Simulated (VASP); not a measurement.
Wanted: the native input for a VASP 6.6.1 run.

- Task: single point
- Functional: PBE
- Potentials or basis: VASP PAW PBE potentials, release 64 (Fe, Ni)
- Cutoff: 520 eV
- k mesh: 6 × 6 × 6
- Occupations: gaussian, width 0.1 eV
- Spin: collinear spin, ferromagnetic start
- Starting moments: [-4.0, -2.0, -2.0, -2.0] μB
- Dipole correction: no
- Further INCAR settings: ALGO = Normal; EDIFF = 1e-06; NBANDS = 31

The structure of FeNi3 lies in POSCAR:

```
FeNi3
1.0
    3.5450000800      0.0000000000      0.0000000000
    0.0000000000      3.5450000800      0.0000000000
    0.0000000000      0.0000000000      3.5450000800
Fe Ni
1 3
Direct
    0.0000000000      0.0000000000      0.0000000000
    0.0000000000      0.5000000000      0.5000000000
    0.5000000000      0.0000000000      0.5000000000
    0.5000000000      0.5000000000      0.0000000000
```

These files were run (other wordings do the same):

INCAR

```
SYSTEM = FeNi3
PREC = Accurate
ENCUT = 520
EDIFF = 1E-6
ISMEAR = 0
SIGMA = 0.1
LREAL = .False.
LASPH = .True.
NELM = 150
ALGO = Normal
ISIF = 2
LWAVE = .False.
LCHARG = .True.
ISPIN = 2
MAGMOM = -4 -2 -2 -2
LORBIT = 11
LMAXMIX = 4
GGA = PE
LELF = .True.
LVHAR = .True.
NBANDS = 31
```

KPOINTS

```
regular mesh
0
Gamma
  6 6 6
  0 0 0
```

Potentials or basis: VASP PAW PBE potentials, release 64 (Fe, Ni).

The run is started by

```console
$ cat potpaw_PBE.64/Fe/POTCAR potpaw_PBE.64/Ni/POTCAR > POTCAR
$ mpirun -np 1 vasp_std > vasp.out
```

Results of the run:

- Pressure: -0.1 GPa
- Net moment: -4.87 μB per cell
- Site moments: Fe -2.92; Ni -0.66 μB
- Valence electrons inside the program's atomic spheres: Fe 7.09; Ni 9.34

It took 56 s on 1 thread of Intel(R) Xeon(R) Platinum 8259CL CPU @ 2.50GHz (Skylake/Cascade Lake), on a shared host, peak memory 0.19 GiB.
